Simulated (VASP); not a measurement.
A run of VASP 6.6.1:

The input INCAR:

```
SYSTEM = H
PREC = Accurate
ENCUT = 600
EDIFF = 1E-6
ISMEAR = -1
SIGMA = 0.05
LREAL = .FALSE.
LASPH = .TRUE.
NELM = 80
ALGO = Normal
ISIF = 3
LWAVE = .FALSE.
LCHARG = .FALSE.
GGA = PE
IBRION = 2
NSW = 60
EDIFFG = -0.01
PSTRESS = 50.0
```

File KPOINTS:

```
regular mesh
0
G
  11 11 11
  0 0 0
```

The input POSCAR:

```
H
1.0
   -1.6915344700      1.6915344700      2.0584739900
    1.6915344700     -1.6915344700      2.0584739900
    1.6915344700      1.6915344700     -2.0584739900
H
2
Direct
    0.0901377100      0.0901377100      0.0000000000
    0.9098622900      0.9098622900      0.0000000000
```

Potentials or basis: VASP PAW PBE potentials, release 64 (H).

Run with:

```sh
$ cat potpaw_PBE.64/H/POTCAR > POTCAR
$ mpirun -np 1 vasp_std > vasp.out
```

Hardware: 1 thread of Intel(R) Xeon(R) Platinum 8259CL CPU @ 2.50GHz (Skylake/Cascade Lake) (shared host).

**Question.** How long does it take, and how much memory?

**Answer.** It took 2.4 min on 1 thread of Intel(R) Xeon(R) Platinum 8259CL CPU @ 2.50GHz (Skylake/Cascade Lake), with other jobs on the host, peak memory 0.15 GiB. Counts: scf iterations 112, k points 126, ion steps 28.
